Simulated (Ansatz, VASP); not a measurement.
Two plane-wave programs on Pd

INCAR

```
SYSTEM = Pd
  ALGO = Normal
  EDIFF = 1E-6
  ENCUT = 520
  GGA = PE
  ISIF = 2
  ISMEAR = -1
  ISPIN = 2
  LASPH = .TRUE.
  LCHARG = .TRUE.
  LELF = .TRUE.
  LMAXMIX = 4
  LORBIT = 11
  LREAL = .FALSE.
  LVHAR = .TRUE.
  LWAVE = .FALSE.
  MAGMOM = 0.6 0.6
  NBANDS = 21
  NELM = 150
  PREC = Accurate
  SIGMA = 0.05
```

The input KPOINTS:

```
k-points
0
G
  14 14 7
  0 0 0
```

POSCAR

```
Pd
1.0
    2.4949459498      0.0000000000      0.0000000000
   -1.2474729749      2.1606865736      0.0000000000
    0.0000000000      0.0000000000      4.1487886123
Pd
2
Direct
    0.6666666667      0.3333333333      0.7500000000
    0.3333333333      0.6666666667      0.2500000000
```

Input for Ansatz:

```yaml
crystal:
  lattice:
    - [2.4949459498, 0.0, 0.0]
    - [-1.2474729749, 2.1606865736, 0.0]
    - [0.0, 0.0, 4.1487886123]
  atoms:
    - { symbol: Pd, position: [0.6666666667, 0.3333333333, 0.75], spin: 0.6 }
    - { symbol: Pd, position: [0.3333333333, 0.6666666667, 0.25], spin: 0.6 }
magnetization:
  spin_polarized: true
kpoints:
  mp_grid: { grid: [14, 14, 7] }
scf:
  occupations: { method: fermi_dirac, width: 0.05 }
  lower_state_search: "off"
hamiltonian:
  xc: pbe
  pseudopotentials: { kind: paw }
output:
  forces: true
  stress: true
  eigenvalues: true
  populations: true
```

Change from the starting cell: volume scaled by 0.72, PAW files.

Alike in both runs: task single point; functional PBE; k mesh 14 × 14 × 7; occupations fermi-dirac, width 0.05 eV; collinear spin.

|  | VASP | Ansatz |
| --- | --- | --- |
| version | VASP 6.6.1 | Ansatz 0.2.0 |
| potentials or method | VASP PAW PBE potentials, release 64 (Pd) | PAW with Ansatz's default frozen-core files, scalar-relativistic |
| plane-wave cutoff (eV) | 520 | 420 |
| valence electrons in the cell | 20 | 36 |

|  | VASP | Ansatz | Ansatz less VASP |
| --- | --- | --- | --- |
| pressure (GPa) | 124.9 | 125.4 | +0.47 |
| traceless stress, the component that is largest in VASP (GPa) | 0.20 | 0.20 | +0.004 |
| net moment per atom (μB) | 0.00 | 0.00 | -0.001 |

Both programs put the cell under a high pressure, so it lies far from rest at this level. VASP's potentials hold 20 valence electrons a cell and Ansatz's 36, so a difference there can come from the potentials and not from the codes. Ansatz's warnings: seeded moment not kept.

Noted on VASP's run: the cell as given lies far from equilibrium.
